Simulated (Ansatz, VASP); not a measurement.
## Two plane-wave programs on ScGa4

```
CELL_PARAMETERS angstrom
5.85195 0.00000 0.00000
0.00000 5.85195 0.00000
0.00000 0.00000 2.99829
ATOMIC_POSITIONS crystal
Sc 0.00000 0.00000 0.50000
Ga 0.20178 0.50000 0.00000
Ga 0.79822 0.50000 0.00000
Ga 0.50000 0.20178 0.00000
Ga 0.50000 0.79822 0.00000
```

Alike in both runs: functional PBE; k mesh 6 × 6 × 12; occupations gaussian, width 0.1 eV; no spin polarisation.

Ansatz relaxed the structure, and its values are those at the end. VASP's run is a single point on that final structure, the one shown.

```csv
,VASP,Ansatz
version,VASP 6.6.1,Ansatz 0.2.0
potentials or method,"VASP PAW PBE potentials, release 64 (Sc_sv, Ga_d), cutoff 520 eV","scalar-relativistic, plane waves, PAW"
valence electrons in the cell,63,63
```

Ansatz gave:

| Item | Value |
| --- | --- |
| gap on the k mesh at the Fermi level (eV) | none |
| pressure (GPa) | 0.0 |

Question: Estimate VASP's values.

Answer: gap on the k mesh at the Fermi level (eV): none; pressure (GPa): 0.1.

A gap of «none» marks a metal or a gap that the smearing closes.
